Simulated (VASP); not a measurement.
A run of VASP 6.6.1 is set up as follows.

File INCAR:

```
SYSTEM = Si
ALGO     = Normal         ! electronic algorithm
EDIFF    = 1E-6           ! SCF threshold, eV
ENCUT    = 520            ! plane-wave cutoff, eV
GGA      = PE             ! functional
ISIF     = 2              ! what is computed and relaxed
ISMEAR   = 0              ! smearing method
LASPH    = .TRUE.         ! aspherical terms in the spheres
LCHARG   = .TRUE.         ! write CHGCAR
LELF     = .TRUE.         ! ELF
LREAL    = .FALSE.        ! projectors in reciprocal space
LVHAR    = .TRUE.       
LWAVE    = .FALSE.        ! write WAVECAR
NBANDS   = 16             ! bands
NELM     = 60             ! most SCF steps
PREC     = Accurate       ! precision mode
SIGMA    = 0.1            ! smearing width, eV
```

KPOINTS

```
k-points
0
G
  10 10 14
  0 0 0
```

POSCAR

```
Si
1.0
    5.0985015526      0.0000000000      0.0000000000
    0.0000000000      5.0985015526      0.0000000000
    0.0000000000      0.0000000000      3.2756412319
Si
4
Direct
    0.5000000000      0.7646931445      0.5000000000
    0.7646931445      0.5000000000      0.0000000000
    0.2353068555      0.5000000000      0.0000000000
    0.5000000000      0.2353068555      0.5000000000
```

Potentials or basis: VASP PAW PBE potentials, release 64 (Si).

Command:

```bash
$ cat potpaw_PBE.64/Si/POTCAR > POTCAR
$ mpirun -np 1 vasp_std > vasp.out
```

(1) Estimate the largest force.

(2) What does it give for the pressure?

(3) Predict the band gap on the k mesh.

Results:

(1) 0.006 eV/Å.

(2) -0.1 GPa.

(3) zero (bands 8 and 9 overlap by 3.05 eV).
